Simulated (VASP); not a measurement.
A run of VASP 6.6.1 is set up as follows.

Contents of INCAR:

```
ALGO = Normal
EDIFF = 1E-6
ENCUT = 520
GGA = CA
ISIF = 2
ISMEAR = 0
LASPH = True
LCHARG = False
LREAL = False
LWAVE = False
NBANDS = 40
NELM = 100
PREC = Accurate
SIGMA = 0.05
```

KPOINTS

```
k-points
0
Gamma
  6 6 6
```

Contents of POSCAR:

```
Si4O7
1.0
    0.0000000000      4.1548619959     -2.6614337333
    0.0000000000     -4.1548619959     -2.6614337333
   -4.1548619959      0.0000000000      2.6614337333
Si O
4 7
Direct
    0.2500000000      0.7500000000      0.5000000000
    0.7500000000      0.2500000000      0.5000000000
    0.0000000000      0.0000000000      1.0000000000
    0.5000000000      0.5000000000      1.0000000000
    1.0000000000      0.3055647994      0.3055647994
    0.5555647994      0.7500000000      0.8055647994
    0.0555647994      0.2500000000      0.8055647994
    0.0000000000      0.6944352006      0.6944352006
    0.4574530525      0.0000000000      0.4574530525
    0.9444352006      0.7500000000      0.1944352006
    0.4444352006      0.2500000000      0.1944352006
```

Potentials or basis: VASP PAW LDA potentials, release 64 (Si, O).

The run is started by

```console
$ cat potpaw_LDA.64/Si/POTCAR potpaw_LDA.64/O/POTCAR > POTCAR
$ mpirun -np 1 vasp_std > vasp.out
```

Q: Estimate the largest force.

A: 18.200 eV/Å.

Q: Predict the pressure.

A: 40.5 GPa.

Q: Predict the band gap on the k mesh.

A: Zero (band 29 reaches 11.53 eV, above the bottom of band 30 at 11.42 eV).

Forces on the atoms (eV/Å):
```
Si   -1.877   1.877  18.005
Si   -1.877   1.877 -18.005
Si   -0.249   0.249   0.000
Si   -0.394   0.394   0.000
O     0.076   0.146   0.000
O     1.086  -1.086  -1.125
O     1.086  -1.086   1.125
O    -0.146  -0.076   0.000
O     0.525  -0.525   0.000
O     0.884  -0.884   1.256
O     0.884  -0.884  -1.256
```

Caveat: the cell differs from its parent crystal (atom 9 moved 0.500 of the way to it and -0.250 Å across, host rigid).
